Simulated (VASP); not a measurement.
Write the native input for VASP 6.6.1 that does the following.

```yaml
Task: single point
Functional: PBE
Potentials_or_basis: VASP PAW PBE potentials, release 64 (Be, Mo_sv)
Cutoff: 520 eV
k_mesh: 8 × 8 × 8
Occupations: gaussian, width 0.1 eV
Spin: no spin polarisation
Dipole_correction: no
Further_INCAR_settings: ALGO = Normal; EDIFF = 1e-06; NBANDS = 15
```

The structure of BeMo lies in POSCAR:

```
BeMo
1.0
    0.0000000000      2.2458670416      2.2458670416
    2.2458670416      0.0000000000      2.2458670416
    2.2458670416      2.2458670416      0.0000000000
Be Mo
1 1
Direct
    0.0000000000      0.0000000000      0.0000000000
    0.5000000000      0.5000000000      0.5000000000
```

The input as run:

INCAR

```
SYSTEM = BeMo
PREC = Accurate
ENCUT = 520
EDIFF = 1E-6
ISMEAR = 0
SIGMA = 0.1
LREAL = .FALSE.
LASPH = .TRUE.
NELM = 100
ALGO = Normal
ISIF = 2
LWAVE = .FALSE.
LCHARG = .TRUE.
GGA = PE
LELF = .TRUE.
LVHAR = .TRUE.
NBANDS = 15
```

KPOINTS

```
Automatic mesh
0
G
  8 8 8
  0 0 0
```

Potentials or basis: VASP PAW PBE potentials, release 64 (Be, Mo_sv).

The run is started by

```console
$ cat potpaw_PBE.64/Be/POTCAR potpaw_PBE.64/Mo_sv/POTCAR > POTCAR
$ mpirun -np 1 vasp_std > vasp.out
```

Results of the run:

```yaml
Pressure: 17.3 GPa
Band_gap_on_the_k_mesh: zero (band 8 reaches 12.00 eV, above the bottom of band 9 at 9.53 eV)
```

Run time: 4.6 s on 1 thread of Intel(R) Xeon(R) 6975P-C (Granite Rapids) (shared host), peak memory 0.14 GiB.
